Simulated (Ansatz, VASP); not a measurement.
One calculation of YN, two programs

Contents of INCAR:

```
  ALGO = Normal
  EDIFF = 1E-6
  ENCUT = 600
  GGA = PE
  GGA_COMPAT = F
  ISIF = 2
  ISMEAR = 0
  LASPH = T
  LCHARG = T
  LELF = T
  LREAL = F
  LVHAR = T
  LWAVE = F
  NBANDS = 15
  NELM = 120
  PREC = Accurate
  SIGMA = 0.01
```

Contents of KPOINTS:

```
k-points
0
Gamma
  8 8 8
```

File POSCAR:

```
YN
1.0
    0.0000000000      2.5012944714      2.5012944714
    2.5012944714      0.0000000000      2.5012944714
    2.5012944714      2.5012944714      0.0000000000
Y N
1 1
Direct
    0.0000000000      0.0000000000      0.0000000000
    0.5000000000      0.5000000000      0.5000000000
```

Input for Ansatz:

```yaml
crystal:
  lattice:
    - [0.0, 2.5012944714, 2.5012944714]
    - [2.5012944714, 0.0, 2.5012944714]
    - [2.5012944714, 2.5012944714, 0.0]
  atoms:
    - { symbol: "Y", position: [0.0, 0.0, 0.0] }
    - { symbol: "N", position: [0.5, 0.5, 0.5] }
kpoints:
  mp_grid: { grid: [8, 8, 8] }
hamiltonian:
  xc: pbe
scf:
  occupations: { method: fixed }
  n_extra_bands: 4
output:
  forces: true
  stress: true
  eigenvalues: true
```

Alike in both runs: task single point; functional PBE; k mesh 8 × 8 × 8; no spin polarisation.

```csv
,VASP,Ansatz
version,VASP 6.6.1,Ansatz 0.2.0
potentials or method,"VASP PAW PBE potentials, release 64 (Y_sv, N)","plane waves, PAW"
plane-wave cutoff (eV),600,420
occupations,"gaussian, width 0.01 eV",fixed
valence electrons in the cell,16,16
```

|  | VASP | Ansatz | Ansatz less VASP |
| --- | --- | --- | --- |
| gap on the k mesh at the Fermi level (eV) | 0.29 | 0.30 | +0.003 |
| pressure (GPa) | -8.4 | -8.2 | +0.20 |
